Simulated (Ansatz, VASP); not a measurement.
**One calculation of Al2Au, two programs**

INCAR

```
ALGO = Normal ; EDIFF = 1E-6
ENCUT = 520 ; ISIF = 2
ISMEAR = -1 ; LASPH = T
LCHARG = T ; LELF = T
LREAL = F ; LVHAR = T
LWAVE = F ; NBANDS = 16
NELM = 60 ; PREC = Accurate
SIGMA = 0.05
```

The input KPOINTS:

```
k-points
0
Gamma
  8 8 8
```

POSCAR

```
Al2Au
1.0
    0.0000000000      3.0198681287      3.0198681287
    3.0198681287      0.0000000000      3.0198681287
    3.0198681287      3.0198681287      0.0000000000
Au Al
1 2
Direct
    0.0000000000      0.0000000000      0.0000000000
    0.7500000000      0.7500000000      0.7500000000
    0.2500000000      0.2500000000      0.2500000000
```

The input input.yaml:

```yaml
crystal:
  lattice:
    - [0.0, 3.0198681287, 3.0198681287]
    - [3.0198681287, 0.0, 3.0198681287]
    - [3.0198681287, 3.0198681287, 0.0]
  atoms:
    - { symbol: Au, position: [0.0, 0.0, 0.0] }
    - { symbol: Al, position: [0.75, 0.75, 0.75] }
    - { symbol: Al, position: [0.25, 0.25, 0.25] }
kpoints:
  mp_grid: { grid: [8, 8, 8] }
scf:
  occupations: { method: fermi_dirac, width: 0.05 }
hamiltonian:
  xc: lda
  pseudopotentials: { kind: all_electron, lapw: { basis_error: 0.002 } }
output:
  forces: true
  stress: true
  eigenvalues: true
```

Change from the starting cell: volume scaled by 1.02.

Alike in both runs: task single point; functional LDA; k mesh 8 × 8 × 8; occupations fermi-dirac, width 0.05 eV; no spin polarisation.

|  | VASP | Ansatz |
| --- | --- | --- |
| version | VASP 6.6.1 | Ansatz 0.2.0 |
| potentials or method | VASP PAW LDA potentials, release 64 (Au, Al), cutoff 520 eV | all-electron LAPW, scalar-relativistic |

```tsv
	VASP	Ansatz	Ansatz less VASP
gap on the k mesh at the Fermi level (eV)	none	none	-
pressure (GPa)	-4.5	-4.6	-0.17
```

LDA's correlation is that of Perdew and Zunger in VASP and of Perdew and Wang (1992) in Ansatz. A gap of «none» marks a metal or a gap that the smearing closes. Ansatz ran all-electron here, and VASP with PAW potentials.

Neither program's run includes spin-orbit coupling.
